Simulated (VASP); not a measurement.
Wanted: the native input for a VASP 6.6.1 run.

| Quantity | Value |
| --- | --- |
| Task | single point |
| Functional | PBE |
| Potentials or basis | VASP PAW PBE potentials, release 64 (Sc_sv, Sn_d, Se) |
| Cutoff | 520 eV |
| k mesh | 12 × 12 × 6 |
| Occupations | gaussian, width 0.1 eV |
| Spin | no spin polarisation |
| Dipole correction | no |
| Further INCAR settings | ALGO = Normal; EDIFF = 1e-06; NBANDS = 38 |

The structure of ScSn3Se lies in POSCAR:

```
ScSn3Se
1.0
    4.7671787415      0.0000000000      0.0000000000
   -2.3835893708      4.1284978945      0.0000000000
    0.0000000000      0.0000000000      6.7544892084
Sc Sn Se
1 3 1
Direct
    0.6666666667      0.3333333333      0.0000000000
    0.3333333333      0.6666666667      0.2719082994
    0.3333333333      0.6666666667      0.7280917006
    0.6666666667      0.3333333333      0.5000000000
    0.0000000000      0.0000000000      0.0000000000
```

The cell was generated, and may not be a known phase.

The input as run:

INCAR

```
SYSTEM = ScSn3Se
PREC = Accurate
ENCUT = 520
EDIFF = 1E-6
ISMEAR = 0
SIGMA = 0.1
LREAL = .False.
LASPH = .True.
NELM = 80
ALGO = Normal
ISIF = 2
LWAVE = .False.
LCHARG = .False.
GGA = PE
NBANDS = 38
```

KPOINTS

```
regular mesh
0
Gamma
  12 12 6
  0 0 0
```

Potentials or basis: VASP PAW PBE potentials, release 64 (Sc_sv, Sn_d, Se).

Command:

```console
$ cat potpaw_PBE.64/Sc_sv/POTCAR potpaw_PBE.64/Sn_d/POTCAR potpaw_PBE.64/Se/POTCAR > POTCAR
$ mpirun -np 1 vasp_std > vasp.out
```

It gave:

| Item | Value |
| --- | --- |
| Pressure | 0.0 GPa |
| Band gap on the k mesh | zero (an odd number of electrons rules out a gap without spin polarisation) |

Caveat: spin-orbit coupling is left out, which moves the levels of the heavy elements.

Wall time 3.7 min on 1 thread of Intel(R) Xeon(R) 6975P-C (Granite Rapids), with other jobs on the host, peak memory 0.5 GiB.
